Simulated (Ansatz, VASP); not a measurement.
## Two plane-wave programs on Rb

The input INCAR:

```
PREC     = Accurate       # precision mode
ENCUT    = 520            # plane-wave cutoff, eV
EDIFF    = 1E-6           # SCF threshold, eV
ISMEAR   = -1             # smearing method
SIGMA    = 0.1            # smearing width, eV
LREAL    = F              # projectors in reciprocal space
LASPH    = T              # aspherical terms in the spheres
NELM     = 100            # most SCF steps
ALGO     = Normal         # electronic algorithm
ISIF     = 2              # what is computed and relaxed
LWAVE    = F              # write WAVECAR
LCHARG   = F              # write CHGCAR
GGA      = PE             # functional
NBANDS   = 16             # bands
```

KPOINTS

```
Automatic mesh
0
Gamma
  6 6 6
```

The input POSCAR:

```
Rb
1.0
    0.0000000000      4.9811226404      4.9811226404
    4.9811226404      0.0000000000      4.9811226404
    4.9811226404      4.9811226404      0.0000000000
Rb
2
Direct
    0.1250000000      0.1250000000      0.1250000000
    0.8750000000      0.8750000000      0.8750000000
```

Input for Ansatz:

```yaml
crystal:
  lattice:
    - [0.0, 4.9811226404, 4.9811226404]
    - [4.9811226404, 0.0, 4.9811226404]
    - [4.9811226404, 4.9811226404, 0.0]
  atoms:
    - { symbol: Rb, position: [0.125, 0.125, 0.125] }
    - { symbol: Rb, position: [0.875, 0.875, 0.875] }
hamiltonian:
  xc: pbe
  pseudopotentials:
    kind: paw
    azcp:
      Rb: "pseudopotentials/Rb.paw.azcp"
basis:
  ecutwfc: 420
  fft_grid_basis: typed
kpoints:
  mp_grid: { grid: [6, 6, 6], shift: [0, 0, 0] }
magnetization:
  spin_polarized: false
scf:
  occupations: { method: fermi_dirac, width: 0.1 }
  lower_state_search: "off"
output:
  stress: true
```

Alike in both runs: task single point; functional PBE; k mesh 6 × 6 × 6; occupations fermi-dirac, width 0.1 eV; no spin polarisation.

|  | VASP | Ansatz |
| --- | --- | --- |
| version | VASP 6.6.1 | Ansatz 0.2.0 |
| potentials or method | VASP PAW PBE potentials, release 64 (Rb_sv), cutoff 520 eV | plane waves (420 eV) with PAW, scalar-relativistic |
| valence electrons in the cell | 18 | 18 |

```csv
,VASP,Ansatz,Ansatz less VASP
pressure (GPa),0.2,0.2,0.00
```

The functional is the same, so the differences come from potentials, cutoffs and numerics.
